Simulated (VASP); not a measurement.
Wanted: the native input for a VASP 6.6.1 run.

```
Task                   : single point
Functional             : r2SCAN
Potentials or basis    : VASP PAW PBE potentials, release 64 (Ba_sv, Ti_sv, O)
Cutoff                 : 520 eV
k mesh                 : 6 × 6 × 6
Occupations            : gaussian, width 0.05 eV
Spin                   : no spin polarisation
Dipole correction      : no
Further INCAR settings : ALGO = Normal; EDIFF = 1e-06; NBANDS = 28
```

The system is BaTiO3.

```
Ba Ti O
1.0
     3.96050    0.00000    0.00000
     0.00000    3.96050    0.00000
     0.00000    0.00000    4.05420
Ba Ti O
1 1 3
Direct
  0.00000 0.00000 0.99881
  0.50000 0.50000 0.48226
  0.50000 0.50000 0.02895
  0.50000 0.00000 0.51649
  0.00000 0.50000 0.51649
```

The input as run:

POSCAR

```
BaTiO3
1.0
    3.9604950075      0.0000000000      0.0000000000
    0.0000000000      3.9604950075      0.0000000000
    0.0000000000      0.0000000000      4.0541965763
Ba Ti O
1 1 3
Direct
    0.0000000000      0.0000000000     -0.0011857194
    0.5000000000      0.5000000000      0.4822627591
    0.5000000000      0.5000000000      0.0289491717
    0.5000000000      0.0000000000      0.5164868944
    0.0000000000      0.5000000000      0.5164868944
```

INCAR.step1

```
SYSTEM = BaTiO3
ALGO     = Normal         ! electronic algorithm
EDIFF    = 1E-4           ! SCF threshold, eV
ENCUT    = 520            ! plane-wave cutoff, eV
GGA      = PE             ! functional
ISMEAR   = 0              ! smearing method
LASPH    = .TRUE.         ! aspherical terms in the spheres
LCHARG   = .FALSE.        ! write CHGCAR
LREAL    = .FALSE.        ! projectors in reciprocal space
LWAVE    = .TRUE.         ! write WAVECAR
NBANDS   = 28             ! bands
NELM     = 80             ! most SCF steps
PREC     = Accurate       ! precision mode
SIGMA    = 0.05           ! smearing width, eV
```

INCAR.step2

```
SYSTEM = BaTiO3
ALGO     = Normal         ! electronic algorithm
EDIFF    = 1E-6           ! SCF threshold, eV
ENCUT    = 520            ! plane-wave cutoff, eV
ISIF     = 2              ! what is computed and relaxed
ISMEAR   = 0              ! smearing method
ISTART   = 1            
LASPH    = .TRUE.         ! aspherical terms in the spheres
LCHARG   = .FALSE.        ! write CHGCAR
LMIXTAU  = .TRUE.       
LREAL    = .FALSE.        ! projectors in reciprocal space
LWAVE    = .FALSE.        ! write WAVECAR
METAGGA  = R2SCAN         ! meta-GGA
NBANDS   = 28             ! bands
NELM     = 80             ! most SCF steps
PREC     = Accurate       ! precision mode
SIGMA    = 0.05           ! smearing width, eV
```

KPOINTS

```
k-points
0
G
  6 6 6
  0 0 0
```

Potentials or basis: VASP PAW PBE potentials, release 64 (Ba_sv, Ti_sv, O).

Run with:

```bash
$ cat potpaw_PBE.64/Ba_sv/POTCAR potpaw_PBE.64/Ti_sv/POTCAR potpaw_PBE.64/O/POTCAR > POTCAR
$ cp INCAR.step1 INCAR
$ mpirun -np 1 vasp_std > vasp.out
$ cp INCAR.step2 INCAR
$ mpirun -np 1 vasp_std > vasp.out
```

It gave:

The pressure is 4.6 GPa. The largest force is 0.139 eV/Å and the band gap on the k mesh is 2.23 eV (least direct gap 2.65 eV).

Caveat: the cell stands under pressure; the PAW data sets were made with another functional, which shifts forces and pressure a little; spin-orbit coupling is left out, which moves the levels of the heavy elements.

Run time: 5.3 min on 1 thread of Intel Xeon 8259CL, on a shared host, peak memory 0.22 GiB.
